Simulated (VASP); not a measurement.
# WSe2 (P-6m2) in VASP: a series of runs

WSe2 is run at these levels: PBE, r2SCAN; tasks: single point.

Program: VASP 6.6.1. These are calculated values, not measurements. Logs are shortened: lines on timing, memory, paths and dates and some standing lists are left out, and cuts for length are marked.

## Step 1: The cell of the first run

The structure is hexagonal, space group P-6m2 (No. 187). The conventional cell has a = 3.297 Å, b = 3.297 Å, c = 7.184 Å, α = 90.00°, β = 90.00°, γ = 120.00°. W (site symmetry -6m2) has 6 Se at 2.53 Å and 6 W at 3.30 Å within 3.3 Å. Within 3.3 Å of Se (site symmetry 3m) lie 3 W at 2.53 Å and 6 Se at 3.30 Å.

## Step 2: Single point, PBE

Input file INCAR:

```
SYSTEM = WSe2
PREC     = Accurate       ! precision mode
ENCUT    = 520            ! plane-wave cutoff, eV
EDIFF    = 1E-6           ! SCF threshold, eV
ISMEAR   = 0              ! smearing method
SIGMA    = 0.01           ! smearing width, eV
LREAL    = .FALSE.        ! projectors in reciprocal space
LASPH    = .TRUE.         ! aspherical terms in the spheres
NELM     = 60             ! most SCF steps
ALGO     = Normal         ! electronic algorithm
ISIF     = 2              ! what is computed and relaxed
LWAVE    = .FALSE.        ! write WAVECAR
LCHARG   = .FALSE.        ! write CHGCAR
GGA      = PE             ! functional
NBANDS   = 20             ! bands
```

Input file KPOINTS:

```
Automatic mesh
0
G
  6 6 4
  0 0 0
```

Input file POSCAR:

```
WSe2
1.0
    3.2972127305      0.0000000000      0.0000000000
   -1.6486063653      2.8554699863      0.0000000000
    0.0000000000      0.0000000000      7.1842669523
W Se
1 2
Direct
    0.0000000000      0.0000000000      0.0000000000
    0.3333333333      0.6666666667      0.2319181144
    0.3333333333      0.6666666667      0.7680818856
```

Potentials or basis: VASP PAW PBE potentials, release 64 (W_sv, Se).

On the command line:

```bash
$ cat potpaw_PBE.64/W_sv/POTCAR potpaw_PBE.64/Se/POTCAR > POTCAR
$ mpirun -np 1 vasp_std > vasp.out
```

OUTCAR:

```text
SYSTEM = WSe2
   PREC = Accurate
   ENCUT = 520
   EDIFF = 1E-6
   ISMEAR = 0
   LREAL = .FALSE.
   LASPH = .TRUE.
   NELM = 60
   ISIF = 2
   GGA = PE

 ion  position               nearest neighbor table
   1  0.000  0.000  0.000-   2 2.53   3 2.53   2 2.53   3 2.53   2 2.53   3 2.53
   2  0.333  0.667  0.232-   1 2.53   1 2.53   1 2.53
   3  0.333  0.667  0.768-   1 2.53   1 2.53   1 2.53

  LATTYP: Found a hexagonal cell.
 ALAT       =     3.2972127305
 C/A-ratio  =     2.1788909420

  Lattice vectors:

 A1 = (   3.2972127305,   0.0000000000,   0.0000000000)
 A2 = (  -1.6486063653,   2.8554699863,   0.0000000000)
 A3 = (   0.0000000000,   0.0000000000,   7.1842669523)

Analysis of symmetry for initial positions (statically):
=====================================================================
 Subroutine PRICEL returns:
 Original cell was already a primitive cell.

 Routine SETGRP: Setting up the symmetry group for a
 hexagonal supercell.

 Subroutine GETGRP returns: Found 12 space group operations
 (whereof 12 operations were pure point group operations)
 out of a pool of 24 trial point group operations.

The static configuration has the point symmetry D_3h.

Analysis of symmetry for dynamics (positions and initial velocities):
=====================================================================
 Subroutine PRICEL returns:
 Original cell was already a primitive cell.

 Routine SETGRP: Setting up the symmetry group for a
 hexagonal supercell.

 Subroutine GETGRP returns: Found 12 space group operations
 (whereof 12 operations were pure point group operations)
 out of a pool of 24 trial point group operations.

The dynamic configuration has the point symmetry D_3h.

 Subroutine INISYM returns: Found 12 space group operations
 (whereof 12 operations are pure point group operations),
 and found     1 'primitive' translations

----------------------------------------------------------------------------------------

                                     Primitive cell

  volume of cell :      67.6405

  direct lattice vectors                    reciprocal lattice vectors
     3.297212731  0.000000000  0.000000000     0.303286467  0.175102523  0.000000000
    -1.648606365  2.855469986  0.000000000     0.000000000  0.350205047  0.000000000
     0.000000000  0.000000000  7.184266952     0.000000000  0.000000000  0.139193046

  length of vectors
     3.297212731  3.297212731  7.184266952     0.350205047  0.350205047  0.139193046

  position of ions in fractional coordinates (direct lattice)
     0.000000000  0.000000000  0.000000000
     0.333333333  0.666666667  0.231918114
     0.333333333  0.666666667  0.768081886

  ion indices of the primitive-cell ions
   primitive index   ion index
                 1           1
                 2           2
                 3           3

----------------------------------------------------------------------------------------

 KPOINTS: Automatic mesh

Automatic generation of k-mesh.
 Grid dimensions read from file:
 generate k-points for:    6    6    4

 Generating k-lattice:

  Cartesian coordinates                     Fractional coordinates (reciprocal lattice)
     0.050547745  0.029183754  0.000000000     0.166666667  0.000000000  0.000000000
     0.000000000  0.058367508  0.000000000     0.000000000  0.166666667  0.000000000
     0.000000000  0.000000000  0.034798261     0.000000000  0.000000000  0.250000000

  Length of vectors
     0.058367508  0.058367508  0.034798261

  Shift w.r.t. Gamma in fractional coordinates (k-lattice)
     0.000000000  0.000000000  0.000000000

 Subroutine IBZKPT returns following result:
 ===========================================

 Found     21 irreducible k-points:

 Following reciprocal coordinates:
            Coordinates               Weight
  0.000000  0.000000  0.000000      1.000000
  0.166667 -0.000000  0.000000      6.000000
  0.333333 -0.000000  0.000000      6.000000
  0.500000 -0.000000  0.000000      3.000000
  0.166667  0.166667  0.000000      6.000000
  0.333333  0.166667  0.000000     12.000000
[... 13 lines left out ...]
  0.333333  0.166667  0.500000     12.000000
  0.333333  0.333333  0.500000      2.000000
   k-points           NKPTS =     21   k-points in BZ     NKDIM =     21   number of bands    NBANDS=     20
   number of dos      NEDOS =    301   number of ions     NIONS =      3
   total plane-waves  NPLWV =  42336
   dimension x,y,z NGX =    28 NGY =   28 NGZ =   54
   dimension x,y,z NGXF=    56 NGYF=   56 NGZF=  108
   ions per type =               1   2
   NGX,Y,Z   is equivalent  to a cutoff of  14.12, 14.12, 12.50 a.u.
   NGXF,Y,Z  is equivalent  to a cutoff of  28.24, 28.24, 24.99 a.u.
 SYSTEM =  WSe2
   PREC   = accura    normal or accurate (medium, high low for compatibility)
   ISTART =      0    job   : 0-new  1-cont  2-samecut
   ICHARG =      2    charge: 1-file 2-atom 10-const
   ISPIN  =      1    spin polarized calculation?
   LNONCOLLINEAR =      F non collinear calculations
   LSORBIT =      F    spin-orbit coupling
   LASPH  =      T    aspherical Exc in radial PAW
   ENCUT  =  520.0 eV  38.22 Ry    6.18 a.u.   6.13  6.13 13.36*2*pi/ulx,y,z
   NELM   =     60;   NELMIN=  2; NELMDL= -5     # of ELM steps
   EDIFF  = 0.1E-05   stopping-criterion for ELM
   LREAL  =      F    real-space projection
   EDIFFG = 0.1E-04   stopping-criterion for IOM
   NSW    =      0    number of steps for IOM
   IBRION =     -1    ionic relax: 0-MD 1-quasi-New 2-CG
   NFREE  =      0    steps in history (QN), initial steepest desc. (CG)
   ISIF   =      2    stress and relaxation
   ISYM   =      2    0-nonsym 1-usesym 2-fastsym
   POTIM  = 0.5000    time-step for ionic-motion
   TEBEG  =    0.0;   TEEND  =   0.0 temperature during run
   PSTRESS=    0.0 pullay stress
   NELECT =      26.0000    total number of electrons
   NUPDOWN=      -1.0000    fix difference up-down
   EMIN   =  10.00;   EMAX   =-10.00  energy-range for DOS
   EFERMI =   0.00;   METHOD = LEGACY
   ISMEAR =     0;   SIGMA  =   0.01  broadening in eV -4-tet -1-fermi 0-gaus
   EFERMI_NEDOS =   21; number of points for ismear=-14 and -15
   IALGO  =     38    algorithm
   IMIX   =      4    mixing-type and parameters
     AMIX     =   0.40;   BMIX     =  1.00
     AMIX_MAG =   1.60;   BMIX_MAG =  1.00
  volume/ion in A,a.u.               =      22.55       152.15
  Fermi-wavevector in a.u.,A,eV,Ry     =   1.190320  2.249378 19.277563  1.416861
  Thomas-Fermi vector in A             =   2.326407
   LORBIT       =      0    0 simple, 1 ext, 2 COOP (PROOUT), +10 PAW based schemes
   GGA     = PE    functional components
   LHFCALC =     F    Hartree Fock is set to
   AEXX    =    0.0000 exact exchange contribution
   IVDW    =     0    specifies the selected vdW correction
   LEPSILON=     F    determine dielectric tensor
   LRPA    =     F    only Hartree local field effects (RPA)
 non-spin polarized calculation
 Gauss-broadening in eV      SIGMA  =   0.01
  energy-cutoff  :      520.00
  volume of cell :       67.64
 maximum number of plane-waves:      1848
 NGX is ok and might be reduce to    28
   NGX = 13   NGY = 13   NGZ = 27

 number of electron      25.9999999 magnetization

 Free energy of the ion-electron system (eV)
  ---------------------------------------------------
  ext. energy  EPLUGINS =         0.00000000
  ---------------------------------------------------
  free energy    TOTEN  =       -21.58444141 eV

  energy without entropy =      -21.58444141  energy(sigma->0) =      -21.58444141

 E-fermi :   5.1304     XC(G=0):  -9.9729

 val. band max:        4.9230214561   @ k =   0.0000   0.0000   0.5000
 cond. band min:       6.2965157353   @ k =   0.1667   0.1667   0.0000
 fundamental gap:      1.3734942792
 Fermi energy:         5.1303524958

 k-point     1 :       0.0000    0.0000    0.0000
  band No.  band energies     occupation
      1     -69.1740      2.00000
      2     -33.4208      2.00000
      3     -33.2968      2.00000
      4     -33.2968      2.00000
      5     -10.0016      2.00000
      6      -8.6203      2.00000
[... 12 lines left out ...]
     19      12.1254      0.00000
     20      13.2303      0.00000

 k-point     2 :       0.1667   -0.0000    0.0000
  band No.  band energies     occupation
      1     -69.1715      2.00000
      2     -33.4097      2.00000
      3     -33.3543      2.00000
      4     -33.3103      2.00000
      5      -9.5989      2.00000
      6      -8.4258      2.00000
[... 12 lines left out ...]
     19      13.0382      0.00000
     20      13.8371      0.00000

 k-point     3 :       0.3333   -0.0000    0.0000
  band No.  band energies     occupation
      1     -69.1665      2.00000
      2     -33.4676      2.00000
      3     -33.3876      2.00000
      4     -33.3372      2.00000
      5      -8.6339      2.00000
      6      -7.9726      2.00000
[... 12 lines left out ...]
     19      11.7049      0.00000
     20      12.9235      0.00000

 k-point     4 :       0.5000   -0.0000    0.0000
  band No.  band energies     occupation
      1     -69.1640      2.00000
      2     -33.5234      2.00000
      3     -33.3765      2.00000
      4     -33.3506      2.00000
      5      -8.0100      2.00000
      6      -7.6997      2.00000
[... 12 lines left out ...]
     19      11.4766      0.00000
     20      12.4573      0.00000

 k-point     5 :       0.1667    0.1667    0.0000
  band No.  band energies     occupation
      1     -69.1678      2.00000
      2     -33.4289      2.00000
      3     -33.3931      2.00000
      4     -33.3413      2.00000
      5      -8.9060      2.00000
      6      -8.0946      2.00000
[... 12 lines left out ...]
     19      12.4086      0.00000
     20      14.3531      0.00000
[... 284 lines left out ...]
      6      -7.7731      2.00000
[... 12 lines left out ...]
     19      11.4927      0.00000
     20      12.8185      0.00000

 k-point    19 :       0.1667    0.1667    0.5000
  band No.  band energies     occupation
      1     -69.1677      2.00000
      2     -33.4289      2.00000
      3     -33.3931      2.00000
      4     -33.3413      2.00000
      5      -8.8404      2.00000
      6      -8.1872      2.00000
[... 12 lines left out ...]
     19      12.7672      0.00000
     20      14.0773      0.00000

 k-point    20 :       0.3333    0.1667    0.5000
  band No.  band energies     occupation
      1     -69.1640      2.00000
      2     -33.4951      2.00000
      3     -33.3796      2.00000
      4     -33.3765      2.00000
      5      -7.9759      2.00000
      6      -7.7683      2.00000
[... 12 lines left out ...]
     19      12.4911      0.00000
     20      13.5363      0.00000

 k-point    21 :       0.3333    0.3333    0.5000
  band No.  band energies     occupation
      1     -69.1628      2.00000
      2     -33.4671      2.00000
      3     -33.4429      2.00000
      4     -33.3710      2.00000
      5      -7.6542      2.00000
      6      -7.5997      2.00000
[... 12 lines left out ...]
     19      11.8702      0.00000
     20      12.6776      0.00000

------------------------ aborting loop because EDIFF is reached ----------------------------------------

  FORCE on cell =-STRESS in cart. coord.  units (eV):
  Direction    XX          YY          ZZ          XY          YZ          ZX
  --------------------------------------------------------------------------------------
  -------------------------------------------------------------------------------------
  Total        1.2043495      1.2043495      1.8069087     -0.0000000     -0.0000000      0.0000000
  in kB       28.5269992     28.5269992     42.7996060     -0.0000000     -0.0000000      0.0000000
  external PRESSURE =      33.2845348 kB  Pullay stress =       0.0000000 kB

 VOLUME and BASIS-vectors are now :
 -----------------------------------------------------------------------------
  energy-cutoff  :      520.00
  volume of cell :       67.64
      direct lattice vectors                 reciprocal lattice vectors
     3.297212731  0.000000000  0.000000000     0.303286467  0.175102523  0.000000000
    -1.648606365  2.855469986  0.000000000     0.000000000  0.350205047  0.000000000
     0.000000000  0.000000000  7.184266952     0.000000000  0.000000000  0.139193046

 POSITION                                       TOTAL-FORCE (eV/Angst)
 -----------------------------------------------------------------------------------
      0.00000      0.00000      0.00000        -0.000000      0.000000      0.000000
     -0.00000      1.90365      1.66616         0.000000     -0.000000      0.346200
     -0.00000      1.90365      5.51811        -0.000000     -0.000000     -0.346200
 -----------------------------------------------------------------------------------
    total drift:                                0.000000     -0.000000     -0.000000

  FREE ENERGIE OF THE ION-ELECTRON SYSTEM (eV)
  ---------------------------------------------------
  free  energy   TOTEN  =       -21.5844414136 eV

  energy  without entropy=      -21.5844414136  energy(sigma->0) =      -21.58444141
```

It took 79 s on 1 thread of AMD EPYC 7R13, shared host; peak memory 0.17 GiB.

What came out:

```
Free energy            : -21.5844 eV
Pressure               : 3.3 GPa
Largest force          : 0.346 eV/Å
Band gap on the k mesh : 1.37 eV, indirect (least direct gap 1.55 eV)
```

Forces in eV/Å, atoms in the order of the input:
```
W    0.000  0.000  0.000
Se   0.000  0.000  0.346
Se   0.000  0.000 -0.346
```

Caveat: spin-orbit coupling is left out, which moves the levels of the heavy elements; this functional lacks dispersion, which binds the layers, so the pressure and a relaxed spacing across them are unreliable. A k mesh can miss the band edges.

## Step 3: Single point, r2SCAN

POSCAR is that of step 2.

Input file INCAR.step1:

```
PREC = Accurate ; ENCUT = 520
ISMEAR = 0 ; SIGMA = 0.01
LREAL = F ; LASPH = T
NELM = 80 ; NBANDS = 20
GGA = PE ; ALGO = Normal
EDIFF = 1E-4 ; LWAVE = T
LCHARG = F
```

Input file INCAR.step2:

```
PREC = Accurate ; ENCUT = 520
EDIFF = 1E-6 ; ISMEAR = 0
SIGMA = 0.01 ; LREAL = F
LASPH = T ; NELM = 80
ALGO = Normal ; ISIF = 2
LWAVE = F ; LCHARG = F
METAGGA = R2SCAN ; LMIXTAU = T
NBANDS = 20 ; ISTART = 1
```

Input file KPOINTS:

```
regular mesh
0
Gamma
  6 6 2
```

Potentials or basis: VASP PAW PBE potentials, release 64 (W_sv, Se).

On the command line:

```bash
$ cat potpaw_PBE.64/W_sv/POTCAR potpaw_PBE.64/Se/POTCAR > POTCAR
$ cp INCAR.step1 INCAR
$ mpirun -np 1 vasp_std > vasp.out
$ cp INCAR.step2 INCAR
$ mpirun -np 1 vasp_std > vasp.out
```

It took 3.3 min on 1 thread of AMD EPYC 7R13, shared host; peak memory 0.18 GiB.

Results (log left out):

| Item | Value |
| --- | --- |
| Free energy | -81.7441 eV |
| Pressure | 1.5 GPa |
| Largest force | 0.020 eV/Å |
| Band gap on the k mesh | 1.49 eV, indirect (least direct gap 1.67 eV) |

Forces in eV/Å, atoms in the order of the input:
```
W    0.000  0.000  0.000
Se   0.000  0.000  0.020
Se   0.000  0.000 -0.020
```

Levels at points of the mesh, in eV from the valence-band top:
| k point | band 9 | band 10 | band 11 | band 12 | band 13 | band 14 | band 15 | band 16 | band 17 | band 18 |
| --- | --- | --- | --- | --- | --- | --- | --- | --- | --- | --- |
| (0.00, 0.00, 0.00) | -2.62 | -1.68 | -1.43 | -1.43 | -0.75 | 3.07 | 3.07 | 3.17 | 3.17 | 5.00 |
| (0.50, 0.00, 0.00) | -4.68 | -3.27 | -2.03 | -1.28 | -1.18 | 2.47 | 2.72 | 4.27 | 4.35 | 4.66 |
| (0.00, 0.00, 0.50) | -2.61 | -2.61 | -1.44 | -1.44 | 0.00 | 3.01 | 3.01 | 3.25 | 3.25 | 5.74 |
| (0.50, 0.00, 0.50) | -4.32 | -3.29 | -2.72 | -1.12 | -0.99 | 2.48 | 2.94 | 3.61 | 4.48 | 5.21 |

Caveat: the k points lie up to 0.44 Å⁻¹ apart; the PAW data sets were made with another functional, which shifts forces and pressure a little; spin-orbit coupling is left out, which moves the levels of the heavy elements. r2SCAN opens gaps a little over a GGA but as a rule still falls short of measured ones.
